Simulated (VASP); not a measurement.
# TiCo3: single point with PBEsol

The system is TiCo3.

```xyz
4
Lattice="3.4577 0.0000 0.0000 0.0000 3.4577 0.0000 0.0000 0.0000 3.5706" Properties=species:S:1:pos:R:3 pbc="T T T"
Ti    0.0000    0.0000    0.0000
Co    0.0000    1.7288    1.7853
Co    1.7288    0.0000    1.7853
Co    1.7288    1.7288    0.0000
```

This cell differs from its parent crystal: biaxial strain in the a-b plane: -2.0 %.

```
Program             : VASP 6.6.1
Task                : single point
Functional          : PBEsol
Potentials or basis : VASP PAW PBE potentials, release 64 (Ti_sv, Co)
Cutoff              : 520 eV
k mesh              : 14 × 14 × 14
Occupations         : gaussian, width 0.1 eV
Spin                : collinear spin, ferromagnetic start
Starting moments    : [0.0, 0.3, 0.3, 0.3] μB
```

```yaml
Pressure: 6.3 GPa
Net_moment: 0.44 μB per cell
Site_moments: Ti -0.05; Co +0.21, +0.09 (each value once) μB
Valence_electrons_inside_the_program's_atomic_spheres: Ti 10.55; Co 8.49, 8.50 (each value once)
```

Stress tensor (GPa, compression positive):
```
7.91 0.00 0.00
0.00 7.91 0.00
0.00 0.00 3.07
```

Levels at points of the mesh, in eV from the Fermi level:
Spin up:
```
           k point  band 18  band 19  band 20  band 21  band 22  band 23
(0.00, 0.00, 0.00)     0.64     0.64     0.76     2.66     2.76     3.03
(0.50, 0.00, 0.00)    -0.68    -0.63    -0.04     0.64     1.19     1.22
(0.50, 0.50, 0.00)    -1.00    -1.00    -0.44    -0.43     1.85     1.85
(0.00, 0.00, 0.50)    -0.65    -0.65     0.00     0.76     1.39     1.39
(0.50, 0.00, 0.50)    -1.00    -0.94    -0.51    -0.47     1.76     1.86
(0.50, 0.50, 0.50)     0.39     0.47     0.47     0.89     0.96     0.96
```
Spin down:
| k point | band 16 | band 17 | band 18 | band 19 | band 20 | band 21 | band 22 | band 23 | band 24 | band 25 |
| --- | --- | --- | --- | --- | --- | --- | --- | --- | --- | --- |
| (0.00, 0.00, 0.00) | 0.17 | 0.61 | 0.79 | 0.79 | 0.94 | 2.75 | 2.82 | 3.03 | 3.74 | 3.74 |
| (0.50, 0.00, 0.00) | -0.63 | -0.59 | -0.56 | -0.43 | 0.17 | 0.79 | 1.22 | 1.24 | 2.07 | 2.70 |
| (0.50, 0.50, 0.00) | -1.41 | -0.90 | -0.68 | -0.68 | -0.27 | -0.24 | 1.84 | 1.84 | 2.49 | 2.59 |
| (0.00, 0.00, 0.50) | -0.84 | -0.48 | -0.48 | -0.46 | 0.34 | 0.94 | 1.38 | 1.38 | 2.18 | 2.45 |
| (0.50, 0.00, 0.50) | -1.36 | -0.85 | -0.82 | -0.75 | -0.39 | -0.35 | 1.78 | 1.86 | 2.37 | 2.37 |
| (0.50, 0.50, 0.50) | -0.83 | -0.09 | 0.56 | 0.64 | 0.64 | 0.89 | 0.95 | 0.95 | 2.35 | 2.45 |

Run time: 19 min on 1 thread of Oxide Virtual Turin-like Processor (shared host), peak memory 0.58 GiB.

Caveat: the cell differs from its parent crystal (biaxial strain in the a-b plane: -2.0 %); the cell stands under pressure; the PAW data sets were made with another functional, which shifts forces and pressure a little.
